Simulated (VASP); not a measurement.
# Pb (Fm-3m) in VASP: a series of runs, part 2 of 2

VASP 6.6.1.

**4. Single point, revPBE**

This run uses another cell than the first one, of 32.82 Å³/atom, 1.042 times its volume.

Contents of INCAR:

```
SYSTEM = Pb
ALGO = Normal
EDIFF = 1E-6
ENCUT = 520
GGA = RE
ISIF = 2
ISMEAR = -1
LASPH = .TRUE.
LCHARG = .FALSE.
LREAL = .FALSE.
LWAVE = .FALSE.
NBANDS = 13
NELM = 60
PREC = Accurate
SIGMA = 0.1
```

Contents of KPOINTS:

```
k-points
0
G
  18 18 18
  0 0 0
```

Contents of POSCAR:

```
Pb
1.0
    0.0000000000      2.5411798192      2.5411798192
    2.5411798192      0.0000000000      2.5411798192
    2.5411798192      2.5411798192      0.0000000000
Pb
1
Direct
    0.0000000000      0.0000000000      0.0000000000
```

Potentials or basis: VASP PAW PBE potentials, release 64 (Pb_d).

Run with:

```sh
cat potpaw_PBE.64/Pb_d/POTCAR > POTCAR
mpirun -np 1 vasp_std > vasp.out
```

OUTCAR:

```text
SYSTEM = Pb
   EDIFF = 1E-6
   ENCUT = 520
   GGA = RE
   ISIF = 2
   ISMEAR = -1
   LASPH = .TRUE.
   LREAL = .FALSE.
   NELM = 60
   PREC = Accurate

 ion  position               nearest neighbor table
   1  0.000  0.000  0.000-

  LATTYP: Found a face centered cubic cell.
 ALAT       =     5.0823596384

  Lattice vectors:

 A1 = (   0.0000000000,   2.5411798192,   2.5411798192)
 A2 = (   2.5411798192,   0.0000000000,   2.5411798192)
 A3 = (   2.5411798192,   2.5411798192,   0.0000000000)

Analysis of symmetry for initial positions (statically):
=====================================================================
 Subroutine PRICEL returns:
 Original cell was already a primitive cell.

 Routine SETGRP: Setting up the symmetry group for a
 face centered cubic supercell.

 Subroutine GETGRP returns: Found 48 space group operations
 (whereof 48 operations were pure point group operations)
 out of a pool of 48 trial point group operations.

The static configuration has the point symmetry O_h .

Analysis of symmetry for dynamics (positions and initial velocities):
=====================================================================
 Subroutine PRICEL returns:
 Original cell was already a primitive cell.

 Routine SETGRP: Setting up the symmetry group for a
 face centered cubic supercell.

 Subroutine GETGRP returns: Found 48 space group operations
 (whereof 48 operations were pure point group operations)
 out of a pool of 48 trial point group operations.

The dynamic configuration has the point symmetry O_h .

 Subroutine INISYM returns: Found 48 space group operations
 (whereof 48 operations are pure point group operations),
 and found     1 'primitive' translations

----------------------------------------------------------------------------------------

                                     Primitive cell

  volume of cell :      32.8198

  direct lattice vectors                    reciprocal lattice vectors
     0.000000000  2.541179819  2.541179819    -0.196759000  0.196759000  0.196759000
     2.541179819  0.000000000  2.541179819     0.196759000 -0.196759000  0.196759000
[... 106 lines left out ...]
  Thomas-Fermi vector in A             =   2.367136
   LORBIT       =      0    0 simple, 1 ext, 2 COOP (PROOUT), +10 PAW based schemes
   GGA     = RE    functional components
   LHFCALC =     F    Hartree Fock is set to
   AEXX    =    0.0000 exact exchange contribution
   IVDW    =     0    specifies the selected vdW correction
   LEPSILON=     F    determine dielectric tensor
   LRPA    =     F    only Hartree local field effects (RPA)
 non-spin polarized calculation
  energy-cutoff  :      520.00
  volume of cell :       32.82
 maximum number of plane-waves:       903
   NGX = 13   NGY = 13   NGZ = 13

 number of electron      14.0000002 magnetization

 Free energy of the ion-electron system (eV)
  ---------------------------------------------------
  ext. energy  EPLUGINS =         0.00000000
  ---------------------------------------------------
  free energy    TOTEN  =        -3.25278017 eV

  energy without entropy =       -3.23284202  energy(sigma->0) =       -3.24281109

 E-fermi :   6.5575     XC(G=0):  -9.7365

 val. band max:        6.5370690003   @ k =  -0.3889   0.4444   0.0556
 cond. band min:       6.5591081337   @ k =  -0.4444   0.3889   0.0000
 fundamental gap:      0.0220391334
 Fermi energy:         6.5575361848

 k-point     1 :       0.0000    0.0000    0.0000
  band No.  band energies     occupation
      1     -10.5532      2.00000
      2     -10.5532      2.00000
      3     -10.5532      2.00000
      4     -10.4453      2.00000
      5     -10.4453      2.00000
      6      -4.7153      2.00000
      7      13.3485      0.00000
      8      13.3485      0.00000
      9      13.3485      0.00000
     10      16.1976      0.00000
     11      16.8412      0.00000
     12      18.4340      0.00000
     13      18.4340      0.00000
[... 354 lines left out ...]
  band No.  band energies     occupation
      1     -10.5555      2.00000
      2     -10.5226      2.00000
      3     -10.5211      2.00000
      4     -10.4348      2.00000
      5     -10.4074      2.00000
      6      -3.6541      2.00000
      7       7.4327      0.00032
      8      11.4956      0.00000
      9      12.8534      0.00000
     10      15.5477      0.00000
     11      17.2535      0.00000
     12      18.0973      0.00000
     13      19.5134      0.00000

 [... further k-points ...]
[... 5 lines left out ...]
  --------------------------------------------------------------------------------------
  -------------------------------------------------------------------------------------
  Total        0.0199221      0.0199221      0.0199221      0.0000000      0.0000000      0.0000000
  in kB        0.9725429      0.9725429      0.9725429      0.0000000      0.0000000      0.0000000
  external PRESSURE =       0.9725429 kB  Pullay stress =       0.0000000 kB

 VOLUME and BASIS-vectors are now :
 -----------------------------------------------------------------------------
  energy-cutoff  :      520.00
  volume of cell :       32.82
      direct lattice vectors                 reciprocal lattice vectors
     0.000000000  2.541179819  2.541179819    -0.196759000  0.196759000  0.196759000
     2.541179819  0.000000000  2.541179819     0.196759000 -0.196759000  0.196759000
     2.541179819  2.541179819  0.000000000     0.196759000  0.196759000 -0.196759000

 POSITION                                       TOTAL-FORCE (eV/Angst)
 -----------------------------------------------------------------------------------
      0.00000      0.00000      0.00000         0.000000      0.000000      0.000000
 -----------------------------------------------------------------------------------
    total drift:                               -0.000000     -0.000000     -0.000000

  FREE ENERGIE OF THE ION-ELECTRON SYSTEM (eV)
  ---------------------------------------------------
  free  energy   TOTEN  =        -3.2527801676 eV

  energy  without entropy=       -3.2328420196  energy(sigma->0) =       -3.24281109
```

OSZICAR:

```text
N       E                     dE             d eps       ncg     rms          rms(c)
DAV:   1     0.109415154284E+03    0.10942E+03   -0.71293E+03  5130   0.123E+03
DAV:   2     0.228077374914E+01   -0.10713E+03   -0.10386E+03  5355   0.312E+02
DAV:   3    -0.312163145732E+01   -0.54024E+01   -0.53837E+01  6248   0.753E+01
DAV:   4    -0.325243335673E+01   -0.13080E+00   -0.13077E+00  6335   0.127E+01
DAV:   5    -0.325838252936E+01   -0.59492E-02   -0.59490E-02  7216   0.247E+00    0.440E-01
DAV:   6    -0.325332780637E+01    0.50547E-02   -0.96673E-03  6662   0.162E+00    0.241E-01
DAV:   7    -0.325263842436E+01    0.68938E-03   -0.47177E-03  6695   0.107E+00    0.906E-02
DAV:   8    -0.325278136953E+01   -0.14295E-03   -0.49435E-04  6370   0.328E-01    0.107E-02
DAV:   9    -0.325278075863E+01    0.61090E-06   -0.10914E-05  7034   0.515E-02    0.466E-03
DAV:  10    -0.325278016763E+01    0.59101E-06   -0.14801E-06  6017   0.125E-02
   1 F= -.32527802E+01 E0= -.32428111E+01  d E =-.199381E-01
```

stdout:

```text
POSCAR found type information on POSCAR Pb
 POSCAR found :  1 types and       1 ions
 scaLAPACK will be used
 -----------------------------------------------------------------------------
|                                                                             |
|                                                                             |
|     You enforced a specific xc type in the INCAR file but a different       |
|     I HOPE YOU KNOW WHAT YOU ARE DOING!                                     |
|                                                                             |
 -----------------------------------------------------------------------------

 LDA part: xc-table for (Slater+PW92), standard interpolation
 POSCAR, INCAR and KPOINTS ok, starting setup
 FFT: planning ... GRIDC
 FFT: planning ... GRID_SOFT
 FFT: planning ... GRID
 WAVECAR not read
 entering main loop
```

Wall time 36 s (1 thread of Intel Xeon 6975P-C (Granite Rapids), shared host); peak memory 0.21 GiB.

Results:

```
Free energy            : -3.2528 eV
Pressure               : 0.1 GPa
Band gap on the k mesh : zero (band 7 reaches 13.35 eV, above the bottom of band 8 at 5.14 eV)
```

Levels at points of the mesh, in eV from the Fermi level:
| k point | band 5 | band 6 | band 7 | band 8 | band 9 | band 10 |
| --- | --- | --- | --- | --- | --- | --- |
| (0.00, 0.00, 0.00) | -17.00 | -11.27 | 6.79 | 6.79 | 6.79 | 9.64 |
| (0.50, 0.00, 0.00) | -16.90 | -8.09 | -3.86 | 5.13 | 5.13 | 8.73 |
| (0.50, 0.50, 0.00) | -16.87 | -6.86 | -3.00 | 1.94 | 1.94 | 5.10 |

Caveat: the PAW data sets were made with another functional, which shifts forces and pressure a little; spin-orbit coupling is left out, which moves the levels of the heavy elements.

**5. Single point, revPBE (volume scaled by 1.04)**

Contents of INCAR:

```
PREC     = Accurate       # precision mode
ENCUT    = 520            # plane-wave cutoff, eV
EDIFF    = 1E-6           # SCF threshold, eV
ISMEAR   = -1             # smearing method
SIGMA    = 0.1            # smearing width, eV
LREAL    = F              # projectors in reciprocal space
LASPH    = T              # aspherical terms in the spheres
NELM     = 100            # most SCF steps
ALGO     = Normal         # electronic algorithm
ISIF     = 2              # what is computed and relaxed
LWAVE    = F              # write WAVECAR
LCHARG   = T              # write CHGCAR
GGA      = RE             # functional
LELF     = T              # ELF
LVHAR    = T            
NBANDS   = 13             # bands
```

Contents of KPOINTS:

```
regular mesh
0
Gamma
  18 18 18
```

Contents of POSCAR:

```
Pb
1.0
    0.0000000000      2.5746202306      2.5746202306
    2.5746202306      0.0000000000      2.5746202306
    2.5746202306      2.5746202306      0.0000000000
Pb
1
Direct
    0.0000000000      0.0000000000      0.0000000000
```

Run with:

```sh
cat potpaw_PBE.64/Pb_d/POTCAR > POTCAR
mpirun -np 1 vasp_std > vasp.out
```

Run time: 36 s. Hardware: 1 thread of Intel Xeon 6975P-C (Granite Rapids), shared host; peak memory 0.21 GiB.

Results (log left out):

| Quantity | Value |
| --- | --- |
| Free energy | -3.2486 eV |
| Pressure | -1.2 GPa |
| Band gap on the k mesh | zero (band 7 reaches 12.66 eV, above the bottom of band 8 at 4.82 eV) |

Levels at points of the mesh, in eV from the Fermi level:
```csv
k point,band 4,band 5,band 6,band 7,band 8,band 9,band 10,band 11
"(0.00, 0.00, 0.00)",-17.00,-17.00,-11.04,6.50,6.50,6.50,9.61,9.81
"(0.50, 0.00, 0.00)",-16.90,-16.90,-8.05,-3.68,4.93,4.93,8.42,9.08
"(0.50, 0.50, 0.00)",-16.88,-16.88,-6.91,-2.85,1.90,1.90,5.01,6.25
```

Caveat: the cell differs from its parent crystal (volume scaled by 1.04); the PAW data sets were made with another functional, which shifts forces and pressure a little; spin-orbit coupling is left out, which moves the levels of the heavy elements.

**6. Summary**

```tsv
cell	gap on the mesh (eV)	pressure (GPa)
a = 3.545 Å, angles 60.0°, 1 atom	none	1.7
a = 3.594 Å, angles 60.0°, 1 atom	none	0.1
a = 3.641 Å, angles 60.0°, 1 atom	none	-1.2
```

Alike in all rows: task single point; level revPBE; potentials or basis VASP PAW PBE potentials, release 64 (Pb_d); no spin polarisation; k mesh 18 × 18 × 18; cutoff (eV) 520; smearing fermi-dirac 0.1 eV.

Caveats: the PAW data sets were made with another functional, which shifts forces and pressure a little; spin-orbit coupling is left out, which moves the levels of the heavy elements.

Total energies depend on the potentials used, so only differences within one code and one set of settings carry meaning.
